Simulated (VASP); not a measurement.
# TaSi (CsCl type) (Pm-3m) in VASP: further runs

TaSi (CsCl type) is run at these levels: PBE; tasks: relaxation of cell and atoms.

Everything below comes from runs of VASP 6.6.1. Logs are shortened: lines on timing, memory, paths and dates and some standing lists are left out, and cuts for length are marked.

**1. The cell of the first run**

The structure is cubic, space group Pm-3m (No. 221). Conventional cell: a = 2.536 Å, b = 2.536 Å, c = 2.536 Å, α = 90.00°, β = 90.00°, γ = 90.00°. Ta (site symmetry m-3m) has 8 Si at 2.20 Å and 6 Ta at 2.54 Å within 2.9 Å. Within 2.9 Å of Si (site symmetry m-3m) lie 8 Ta at 2.20 Å and 6 Si at 2.54 Å.

**2. Relaxation of cell and atoms, PBE, target pressure 430 GPa, at which the enthalpy is minimised**

Input file INCAR:

```
PREC = Accurate
ENCUT = 600
EDIFF = 1E-6
ISMEAR = -1
SIGMA = 0.1
LREAL = F
LASPH = T
NELM = 100
ALGO = Normal
ISIF = 3
LWAVE = F
LCHARG = F
GGA = PE
IBRION = 2
NSW = 32
EDIFFG = -0.005
PSTRESS = 4300.0
```

Input file KPOINTS:

```
regular mesh
0
Gamma
  16 16 16
```

Input file POSCAR:

```
TaSi
1.0
    2.5358406848      0.0000000000      0.0000000000
    0.0000000000      2.5358406848      0.0000000000
    0.0000000000      0.0000000000      2.5358406848
Ta Si
1 1
Direct
    0.0000000000      0.0000000000      0.0000000000
    0.5000000000      0.5000000000      0.5000000000
```

Potentials or basis: VASP PAW PBE potentials, release 64 (Ta_pv, Si).

Command:

```bash
$ cat potpaw_PBE.64/Ta_pv/POTCAR potpaw_PBE.64/Si/POTCAR > POTCAR
$ mpirun -np 1 vasp_std > vasp.out
```

OUTCAR:

```text
PREC = Accurate
   ENCUT = 600
   EDIFF = 1E-6
   ISMEAR = -1
   LREAL = F
   LASPH = T
   NELM = 100
   ISIF = 3
   GGA = PE
   IBRION = 2
   NSW = 32
   EDIFFG = -0.005
   PSTRESS = 4300.0

 ion  position               nearest neighbor table
   1  0.000  0.000  0.000-   2 2.20   2 2.20   2 2.20   2 2.20   2 2.20   2 2.20   2 2.20   2 2.20

   2  0.500  0.500  0.500-   1 2.20   1 2.20   1 2.20   1 2.20   1 2.20   1 2.20   1 2.20   1 2.20

  LATTYP: Found a simple cubic cell.
 ALAT       =     2.5358406848

  Lattice vectors:

 A1 = (   2.5358406848,   0.0000000000,   0.0000000000)
 A2 = (   0.0000000000,   2.5358406848,   0.0000000000)
 A3 = (   0.0000000000,   0.0000000000,   2.5358406848)

Analysis of symmetry for initial positions (statically):
=====================================================================
 Subroutine PRICEL returns:
 Original cell was already a primitive cell.

 Routine SETGRP: Setting up the symmetry group for a
 simple cubic supercell.

 Subroutine GETGRP returns: Found 48 space group operations
 (whereof 48 operations were pure point group operations)
 out of a pool of 48 trial point group operations.

The static configuration has the point symmetry O_h .

Analysis of symmetry for dynamics (positions and initial velocities):
=====================================================================
 Subroutine PRICEL returns:
 Original cell was already a primitive cell.

 Routine SETGRP: Setting up the symmetry group for a
 simple cubic supercell.

 Subroutine GETGRP returns: Found 48 space group operations
 (whereof 48 operations were pure point group operations)
 out of a pool of 48 trial point group operations.

The dynamic configuration has the point symmetry O_h .

 Subroutine INISYM returns: Found 48 space group operations
 (whereof 48 operations are pure point group operations),
 and found     1 'primitive' translations

----------------------------------------------------------------------------------------

                                     Primitive cell

  volume of cell :      16.3067

  direct lattice vectors                    reciprocal lattice vectors
     2.535840685  0.000000000  0.000000000     0.394346540  0.000000000  0.000000000
     0.000000000  2.535840685  0.000000000     0.000000000  0.394346540  0.000000000
     0.000000000  0.000000000  2.535840685     0.000000000  0.000000000  0.394346540

  length of vectors
     2.535840685  2.535840685  2.535840685     0.394346540  0.394346540  0.394346540

  position of ions in fractional coordinates (direct lattice)
     0.000000000  0.000000000  0.000000000
     0.500000000  0.500000000  0.500000000

  ion indices of the primitive-cell ions
   primitive index   ion index
                 1           1
                 2           2

----------------------------------------------------------------------------------------

 KPOINTS: regular mesh

Automatic generation of k-mesh.
 Grid dimensions read from file:
 generate k-points for:   16   16   16

 Generating k-lattice:

  Cartesian coordinates                     Fractional coordinates (reciprocal lattice)
     0.024646659  0.000000000  0.000000000     0.062500000  0.000000000  0.000000000
     0.000000000  0.024646659  0.000000000     0.000000000  0.062500000  0.000000000
     0.000000000  0.000000000  0.024646659     0.000000000  0.000000000  0.062500000

  Length of vectors
     0.024646659  0.024646659  0.024646659

  Shift w.r.t. Gamma in fractional coordinates (k-lattice)
     0.000000000  0.000000000  0.000000000

 Subroutine IBZKPT returns following result:
 ===========================================

 Found    165 irreducible k-points:

 Following reciprocal coordinates:
            Coordinates               Weight
  0.000000  0.000000  0.000000      1.000000
  0.062500  0.000000  0.000000      6.000000
  0.125000  0.000000  0.000000      6.000000
  0.187500  0.000000  0.000000      6.000000
  0.250000  0.000000  0.000000      6.000000
  0.312500  0.000000  0.000000      6.000000
[... 16 lines left out ...]
  0.437500  0.125000  0.000000     24.000000
  0.500000  0.125000  0.000000     12.000000
 [... further k-points ...]
   k-points           NKPTS =    165   k-points in BZ     NKDIM =    165   number of bands    NBANDS=     11
   number of dos      NEDOS =    301   number of ions     NIONS =      2
   total plane-waves  NPLWV =   8000
   dimension x,y,z NGX =    20 NGY =   20 NGZ =   20
   dimension x,y,z NGXF=    40 NGYF=   40 NGZF=   40
   ions per type =               1   1
   NGX,Y,Z   is equivalent  to a cutoff of  13.11, 13.11, 13.11 a.u.
   NGXF,Y,Z  is equivalent  to a cutoff of  26.22, 26.22, 26.22 a.u.
 SYSTEM =  unknown system
   PREC   = accura    normal or accurate (medium, high low for compatibility)
   ISTART =      0    job   : 0-new  1-cont  2-samecut
   ICHARG =      2    charge: 1-file 2-atom 10-const
   ISPIN  =      1    spin polarized calculation?
   LNONCOLLINEAR =      F non collinear calculations
   LSORBIT =      F    spin-orbit coupling
   LASPH  =      T    aspherical Exc in radial PAW
   ENCUT  =  600.0 eV  44.10 Ry    6.64 a.u.   5.06  5.06  5.06*2*pi/ulx,y,z
   NELM   =    100;   NELMIN=  2; NELMDL= -5     # of ELM steps
   EDIFF  = 0.1E-05   stopping-criterion for ELM
   LREAL  =      F    real-space projection
   EDIFFG = -.5E-02   stopping-criterion for IOM
   NSW    =     32    number of steps for IOM
   IBRION =      2    ionic relax: 0-MD 1-quasi-New 2-CG
   NFREE  =      1    steps in history (QN), initial steepest desc. (CG)
   ISIF   =      3    stress and relaxation
   ISYM   =      2    0-nonsym 1-usesym 2-fastsym
   POTIM  = 0.5000    time-step for ionic-motion
   TEBEG  =    0.0;   TEEND  =   0.0 temperature during run
   PSTRESS= 4300.0 pullay stress
   NELECT =      15.0000    total number of electrons
   NUPDOWN=      -1.0000    fix difference up-down
   EMIN   =  10.00;   EMAX   =-10.00  energy-range for DOS
   EFERMI =   0.00;   METHOD = LEGACY
   ISMEAR =    -1;   SIGMA  =   0.10  broadening in eV -4-tet -1-fermi 0-gaus
   EFERMI_NEDOS =   21; number of points for ismear=-14 and -15
   IALGO  =     38    algorithm
   IMIX   =      4    mixing-type and parameters
     AMIX     =   0.40;   BMIX     =  1.00
     AMIX_MAG =   1.60;   BMIX_MAG =  1.00
  volume/ion in A,a.u.               =       8.15        55.02
  Fermi-wavevector in a.u.,A,eV,Ry     =   1.592147  3.008722 34.489864  2.534933
  Thomas-Fermi vector in A             =   2.690578
   LORBIT       =      0    0 simple, 1 ext, 2 COOP (PROOUT), +10 PAW based schemes
   GGA     = PE    functional components
   LHFCALC =     F    Hartree Fock is set to
   AEXX    =    0.0000 exact exchange contribution
   IVDW    =     0    specifies the selected vdW correction
   LEPSILON=     F    determine dielectric tensor
   LRPA    =     F    only Hartree local field effects (RPA)
 conjugate gradient relaxation of ions
 non-spin polarized calculation
  energy-cutoff  :      600.00
  volume of cell :       16.31
 maximum number of plane-waves:       556
   NGX = 11   NGY = 11   NGZ = 11

--------------------------------------- Ionic step        1  -------------------------------------------

 number of electron      15.0000001 magnetization

 Free energy of the ion-electron system (eV)
  ---------------------------------------------------
  ext. energy  EPLUGINS =         0.00000000
  ---------------------------------------------------
  free energy    TOTEN  =        -5.41308467 eV

  energy without entropy =       -5.39009840  energy(sigma->0) =       -5.40159154

------------------------ aborting loop because EDIFF is reached ----------------------------------------

  FORCE on cell =-STRESS in cart. coord.  units (eV):
  Direction    XX          YY          ZZ          XY          YZ          ZX
  --------------------------------------------------------------------------------------
  -------------------------------------------------------------------------------------
  Total       44.4173924     44.4173924     44.4173924     -0.0000000     -0.0000000      0.0000000
  in kB     4364.1306662   4364.1306662   4364.1306662     -0.0000000     -0.0000000      0.0000000
  external PRESSURE =      64.1306662 kB  Pullay stress =    4300.0000000 kB

 VOLUME and BASIS-vectors are now :
 -----------------------------------------------------------------------------
  energy-cutoff  :      600.00
  volume of cell :       16.31
      direct lattice vectors                 reciprocal lattice vectors
     2.535840685  0.000000000  0.000000000     0.394346540  0.000000000  0.000000000
     0.000000000  2.535840685  0.000000000     0.000000000  0.394346540  0.000000000
     0.000000000  0.000000000  2.535840685     0.000000000  0.000000000  0.394346540
[... 84 lines left out ...]
  FREE ENERGIE OF THE ION-ELECTRON SYSTEM (eV)
  ---------------------------------------------------
  free  energy   TOTEN  =        -5.6073125657 eV

  energy  without entropy=       -5.5840714052  energy(sigma->0) =       -5.59569199

  enthalpy is  TOTEN    =        38.3502147668 eV   P V=       43.9575273325

--------------------------------------- Ionic step        4  -------------------------------------------

 number of electron      15.0000002 magnetization

 Free energy of the ion-electron system (eV)
  ---------------------------------------------------
  ext. energy  EPLUGINS =         0.00000000
  ---------------------------------------------------
  free energy    TOTEN  =        -5.60274036 eV

  energy without entropy =       -5.57950411  energy(sigma->0) =       -5.59112223

 E-fermi :  16.7625     XC(G=0): -15.5318

 val. band max:       16.7605427145   @ k =   0.5000   0.3750   0.0625
 cond. band min:      16.7743167756   @ k =   0.3750   0.3750   0.0625
 fundamental gap:      0.0137740611
 Fermi energy:        16.7625000917

 k-point     1 :       0.0000    0.0000    0.0000
  band No.  band energies     occupation
      1     -16.0081      2.00000
      2     -16.0081      2.00000
      3     -16.0081      2.00000
      4       0.4615      2.00000
      5       9.3157      2.00000
      6       9.3157      2.00000
      7      21.5195      0.00000
      8      21.5195      0.00000
      9      21.5195      0.00000
     10      22.4521      0.00000
     11      22.4521      0.00000

 k-point     2 :       0.0625    0.0000    0.0000
  band No.  band energies     occupation
      1     -16.1520      2.00000
      2     -15.9965      2.00000
      3     -15.9965      2.00000
      4       0.6413      2.00000
      5       9.3907      2.00000
      6       9.4645      2.00000
      7      20.4109      0.00000
      8      20.4109      0.00000
      9      21.5761      0.00000
     10      22.1980      0.00000
     11      23.5165      0.00000
[... 295 lines left out ...]
 k-point    24 :       0.5000    0.1250    0.0000
  band No.  band energies     occupation
      1     -18.9684      2.00000
      2     -16.1581      2.00000
      3     -15.6465      2.00000
      4       6.6196      2.00000
      5       7.9202      2.00000
      6      12.8218      2.00000
      7      13.7268      2.00000
      8      14.3756      2.00000
      9      21.2923      0.00000
     10      22.2359      0.00000
     11      26.5162      0.00000

 [... further k-points ...]

------------------------ aborting loop because EDIFF is reached ----------------------------------------

  FORCE on cell =-STRESS in cart. coord.  units (eV):
  Direction    XX          YY          ZZ          XY          YZ          ZX
  --------------------------------------------------------------------------------------
  -------------------------------------------------------------------------------------
  Total       43.9483343     43.9483343     43.9483343      0.0000000     -0.0000000     -0.0000000
  in kB     4299.5480068   4299.5480068   4299.5480068      0.0000000     -0.0000000     -0.0000000
  external PRESSURE =      -0.4519932 kB  Pullay stress =    4300.0000000 kB

 VOLUME and BASIS-vectors are now :
 -----------------------------------------------------------------------------
  energy-cutoff  :      600.00
  volume of cell :       16.38
      direct lattice vectors                 reciprocal lattice vectors
     2.539471831  0.000000000  0.000000000     0.393782671  0.000000000 -0.000000000
    -0.000000000  2.539471831  0.000000000    -0.000000000  0.393782671  0.000000000
     0.000000000 -0.000000000  2.539471831    -0.000000000 -0.000000000  0.393782671

 POSITION                                       TOTAL-FORCE (eV/Angst)
 -----------------------------------------------------------------------------------
      0.00000      0.00000      0.00000         0.000000     -0.000000      0.000000
      1.26974      1.26974      1.26974        -0.000000      0.000000      0.000000
 -----------------------------------------------------------------------------------
    total drift:                               -0.000000      0.000000      0.000000

  FREE ENERGIE OF THE ION-ELECTRON SYSTEM (eV)
  ---------------------------------------------------
  free  energy   TOTEN  =        -5.6027403634 eV

  energy  without entropy=       -5.5795041053  energy(sigma->0) =       -5.59112223

  enthalpy is  TOTEN    =        38.3502140314 eV   P V=       43.9529543948

 reached required accuracy - stopping structural energy minimisation
```

It took 34 s on 1 thread of Intel Xeon Platinum 8375C at 2.90GHz (Ice Lake), shared host; peak memory 0.16 GiB.

Results:

```
Free energy                                                : -5.6027 eV
Relaxed volume                                             : 8.19 Å³/atom
Relaxed cell                                               : a = 2.539 Å, b = 2.539 Å, c = 2.539 Å, α = 90.00°, β = 90.00°, γ = 90.00°
Space group after relaxing (to 0.1 Å)                      : Pm-3m (No. 221)
Energy change on relaxing (the run minimises the enthalpy) : -94.8 meV/atom
Ionic steps                                                : 4
Pressure after relaxing                                    : 430.0 GPa
Band gap on the k mesh                                     : zero (an odd number of electrons rules out a gap without spin polarisation)
```

Step by step:
| step | energy change (eV) | largest force (eV/Å) | pressure (GPa) | volume (Å³) |
| --- | --- | --- | --- | --- |
| 1 | 0.0000 | 0.0000 | 436.41 | 16.31 |
| 2 | -1.9652 | 0.0000 | 370.43 | 17.09 |
| 3 | -0.1942 | 0.0000 | 429.85 | 16.38 |
| 4 | -0.1897 | 0.0000 | 429.95 | 16.38 |

Final structure:
```cif
data_structure
_symmetry_space_group_name_H-M 'P 1'
_symmetry_Int_Tables_number 1
_cell_length_a 2.5395
_cell_length_b 2.5395
_cell_length_c 2.5395
_cell_angle_alpha 90.000
_cell_angle_beta 90.000
_cell_angle_gamma 90.000
_cell_volume 16.38
loop_
_atom_site_label
_atom_site_type_symbol
_atom_site_fract_x
_atom_site_fract_y
_atom_site_fract_z
_atom_site_occupancy
Ta1 Ta 0.00000 0.00000 0.00000 1
Si1 Si 0.50000 0.50000 0.50000 1
```

Caveat: the cell is relaxed towards a set pressure, so the run minimises the enthalpy, not the energy; spin-orbit coupling is left out, which moves the levels of the heavy elements.

(Continued in part 2 of 2.)
